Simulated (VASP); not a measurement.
**AlIn2: single point with PBE**

The system is AlIn2.

```
Al In
1.0
    -3.63409    3.63409    2.76147
     3.63409   -3.63409    2.76147
     3.63409    3.63409   -2.76147
Al In
2 4
Cartesian
  0.0000 0.0000 1.3807
  0.0000 0.0000 4.1422
  4.7599 1.1259 0.0000
  2.5082 1.1259 2.7615
  1.1259 2.5082 0.0000
  -1.1259 2.5082 2.7615
```

The cell was generated, and may not be a known phase.

```yaml
Program: VASP 6.6.1
Task: single point
Functional: PBE
Potentials_or_basis: VASP PAW PBE potentials, release 64 (Al, In_d)
Cutoff: 520 eV
k_mesh: 10 × 10 × 10
Occupations: gaussian, width 0.1 eV
Spin: no spin polarisation
```

* Pressure: 0.0 GPa
* Band gap on the k mesh: zero (bands 29 and 30 overlap by 2.74 eV)

Levels at points of the mesh, in eV from the Fermi level:
```tsv
k point	band 25	band 26	band 27	band 28	band 29	band 30	band 31	band 32	band 33	band 34
(0.00, 0.00, 0.00)	-3.66	-2.78	-1.58	-1.41	-1.41	-1.05	-1.05	-0.61	0.18	1.97
(0.50, 0.00, 0.00)	-4.30	-4.30	-1.31	-1.31	1.20	1.20	1.51	1.51	2.42	2.42
(0.50, 0.50, 0.00)	-2.82	-2.45	-2.44	-2.16	-1.45	-1.35	2.32	2.80	2.84	2.89
(0.50, 0.50, 0.50)	-4.71	-4.16	0.38	1.39	1.39	1.84	1.89	1.89	2.06	2.08
```

Wall time 12 min on 1 thread of Intel(R) Xeon(R) Platinum 8488C (Sapphire Rapids), on a shared host, peak memory 0.61 GiB.

Caveat: spin-orbit coupling is left out, which moves the levels of the heavy elements.
